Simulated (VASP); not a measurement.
# Si62C (a cell with a defect): single point with PBE+D3(BJ)

Si62C (a cell with a defect):

```xyz
63
Lattice="10.8600 0.0000 0.0000 0.0000 10.8600 0.0000 0.0000 0.0000 10.8600" Properties=species:S:1:pos:R:3 pbc="T T T"
Si    5.4112   -0.0204   -0.0117
Si    6.7757    1.4260    1.2831
Si    8.1082    2.8140   -0.0979
Si    9.4880    4.0624    1.3925
Si    8.1081    0.0440    2.6638
Si    9.4802    1.3233    4.0967
Si   -0.0108   -0.0179    0.0224
Si    1.3548    1.3575    1.3605
Si    2.7169    2.7147   -0.0018
Si    4.1013    4.0835    1.3319
Si    5.4506    5.4390   -0.0573
Si    6.7851    6.7891    1.3500
Si    8.1454    8.1415   -0.0133
Si    9.4841    9.4841    1.3784
Si    2.6850   -0.0138    2.7314
Si    4.0730    1.3383    4.0717
Si    5.4219    2.7305    2.7277
Si    6.7730    4.1117    4.1197
Si    8.1214    5.4701    2.7707
Si    9.3255    6.8697    4.2775
Si    5.4654   -0.0358    5.4148
Si    6.7910    1.3541    6.7851
Si    8.1459    2.7244    5.4380
Si    9.4961    4.0980    6.8015
Si    8.1278   -0.0477    8.1295
Si    9.5034    1.3457    9.5119
Si   -0.0023    5.4001    0.0332
Si    1.3383    6.7952    1.3948
Si    2.7192    8.1369   -0.0145
Si    4.0644    9.4950    1.3811
Si   -0.0170    2.6880    2.7395
Si    1.3634    4.0871    4.0359
Si    2.7598    5.4491    2.7171
Si    4.1260    6.8016    4.1231
Si    5.4622    8.1533    2.7433
Si    6.8740    9.5048    4.0537
Si   -0.1428   -0.1405    5.4836
Si    1.3090    1.2897    6.7728
Si    2.6762    2.6939    5.4219
Si    4.0853    4.0895    6.7636
Si    5.5757    5.5735    5.5504
Si    9.3081    9.2419    6.7683
Si    2.7729   -0.0097    8.1190
Si    4.1035    1.3831    9.4914
Si    5.4598    2.7630    8.1356
Si    6.8722    4.2627    9.3159
Si    8.1363    5.7613    7.8641
Si    9.5204    6.7690    9.5091
Si   -0.1087    8.0950    2.8081
Si    1.3038    9.4887    4.0855
Si   -0.0282    5.4351    5.4331
Si    1.3511    6.7837    6.7919
Si    2.7028    8.1478    5.4270
Si    4.1559    9.4279    6.7707
Si   -0.0022    2.7020    8.1592
Si    1.3739    4.0799    9.5014
Si    2.7311    5.4394    8.1400
Si    4.1513    6.8278    9.4175
Si    5.7174    7.9864    7.9076
Si    6.7657    9.4552    9.4592
Si    0.0008    8.1374    8.1739
Si    1.3872    9.5450    9.4992
C     7.3260    7.0939    6.6959
```

- Program: VASP 6.6.1
- Task: single point
- Functional: PBE
- Dispersion: D3(BJ)
- Potentials or basis: VASP PAW PBE potentials, release 64 (Si, C)
- Cutoff: 520 eV
- k mesh: 1 × 1 × 1
- Occupations: fermi-dirac, width 0.05 eV
- Spin: collinear spin
- Dipole correction: no
- Charge: -1
- Further INCAR settings: LREAL = Auto; ALGO = Normal; EDIFF = 1e-06; NBANDS = 167; NELECT = 253.0

- Largest force: 2.106 eV/Å
- Net moment: 0.04 μB per cell
- Valence electrons inside the program's atomic spheres: Si 1.69, 1.68, 1.67, 1.70, 1.61, 1.65, 1.60, 1.64, 1.58 (each value once); C 2.17
- Dispersion energy per atom: -0.312 eV

Forces in eV/Å, atoms in the order of the input:
```
Si   0.028 -0.010  0.002
Si  -0.009 -0.005  0.014
Si  -0.032 -0.030  0.018
Si  -0.002  0.037 -0.016
Si   0.081 -0.005 -0.004
Si   0.019  0.014  0.002
Si   0.017  0.025 -0.024
Si   0.032  0.030 -0.019
Si   0.010 -0.015  0.006
Si  -0.005  0.002 -0.023
Si   0.006 -0.010  0.019
Si   0.011 -0.018 -0.008
Si   0.008  0.022  0.017
Si   0.020  0.003 -0.024
Si  -0.007 -0.015  0.004
Si   0.021  0.003 -0.036
Si   0.018  0.001 -0.007
Si   0.012  0.013  0.004
Si  -0.001  0.031 -0.012
Si   0.253  0.162 -0.360
Si   0.012  0.023  0.023
Si   0.011  0.000  0.026
Si   0.007 -0.018 -0.020
Si  -0.094  0.090 -0.046
Si  -0.014 -0.025 -0.031
Si   0.002  0.009 -0.059
Si  -0.024  0.024 -0.002
Si   0.054  0.014 -0.050
Si   0.051 -0.029 -0.066
Si   0.007  0.031 -0.019
Si  -0.002  0.015 -0.017
Si  -0.016  0.044  0.004
Si   0.011  0.015  0.013
Si   0.064  0.000  0.051
Si   0.003 -0.011 -0.046
Si   0.038  0.026 -0.059
Si   0.046  0.042 -0.036
Si   0.046  0.039  0.004
Si   0.046  0.052  0.013
Si   0.142  0.123  0.009
Si   0.369  0.245  0.179
Si   0.120  0.213 -0.158
Si   0.039 -0.051 -0.022
Si  -0.003  0.011  0.006
Si   0.007 -0.012  0.016
Si  -0.023 -0.096  0.099
Si  -0.227 -0.301  0.382
Si  -0.045  0.040 -0.027
Si   0.082  0.036 -0.093
Si   0.018 -0.010  0.012
Si  -0.021  0.077  0.031
Si   0.035 -0.002  0.014
Si   0.005  0.013 -0.012
Si   0.130 -0.114 -0.007
Si  -0.049  0.042 -0.033
Si  -0.005 -0.014  0.025
Si   0.012 -0.011  0.021
Si   0.132 -0.016 -0.095
Si   0.516 -0.239 -0.210
Si   0.006 -0.001  0.006
Si  -0.035 -0.044 -0.064
Si  -0.007 -0.014 -0.047
C   -1.922 -0.447  0.735
```

Levels at points of the mesh, in eV from the Fermi level:
Spin up:
```csv
k point,band 123,band 124,band 125,band 126,band 127,band 128,band 129,band 130
"(0.00, 0.00, 0.00)",-0.95,-0.72,-0.69,-0.24,0.03,0.10,0.18,0.28
```
Spin down:
| k point | band 124 | band 125 | band 126 | band 127 | band 128 | band 129 |
| --- | --- | --- | --- | --- | --- | --- |
| (0.00, 0.00, 0.00) | -0.71 | -0.69 | -0.24 | 0.04 | 0.10 | 0.18 |

Run time: 14 min on 1 thread of Intel(R) Xeon(R) Platinum 8375C CPU @ 2.90GHz (Ice Lake), on a shared host, peak memory 1.5 GiB.

Caveat: the k points lie up to 0.58 Å⁻¹ apart; the cell carries a net charge on a neutralising background, which shifts energy and pressure; the cell is charged against a uniform background, so pressure and absolute levels hang on convention.
